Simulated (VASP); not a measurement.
A run of VASP 6.6.1 is set up as follows.

INCAR

```
PREC = Accurate ; ENCUT = 520
EDIFF = 1E-6 ; ISMEAR = 0
SIGMA = 0.15 ; LREAL = False
LASPH = True ; NELM = 80
ALGO = Normal ; ISIF = 2
LWAVE = False ; LCHARG = True
GGA = PS ; LELF = True
LVHAR = True ; NBANDS = 38
```

The input KPOINTS:

```
Automatic mesh
0
Gamma
  12 12 6
```

Contents of POSCAR:

```
TaSi2
1.0
    4.7608595319      0.0000000000      0.0000000000
   -2.3804297659      4.1230252985      0.0000000000
    0.0000000000      0.0000000000      6.5557841497
Ta Si
3 6
Direct
    0.5000000000      0.0000000000      0.5000000000
    0.5000000000      0.5000000000      0.8302437643
    0.0000000000      0.5000000000      0.1697562357
    0.1804898236      0.3609796473      0.5000000000
    0.8530506861      0.1503634915      0.8275387803
    0.7026871946      0.8496365085      0.1724612197
    0.8195101764      0.6390203527      0.5000000000
    0.1469493139      0.8496365085      0.8275387803
    0.2973128054      0.1503634915      0.1724612197
```

Potentials or basis: VASP PAW PBE potentials, release 64 (Ta_pv, Si).

Run with:

```bash
$ cat potpaw_PBE.64/Ta_pv/POTCAR potpaw_PBE.64/Si/POTCAR > POTCAR
$ mpirun -np 1 vasp_std > vasp.out
```

Task: Predict the band gap on the k mesh.

Result: Zero (an odd number of electrons rules out a gap without spin polarisation).

Task: Estimate the largest force.

Result: 1.413 eV/Å.

Stress tensor (GPa, compression positive):
```
3.87 0.00 0.00
0.00 1.65 0.00
0.00 0.00 0.73
```

Caveat: the cell differs from its parent crystal (atoms displaced along a vibrational mode); the PAW data sets were made with another functional, which shifts forces and pressure a little; spin-orbit coupling is left out, which moves the levels of the heavy elements.
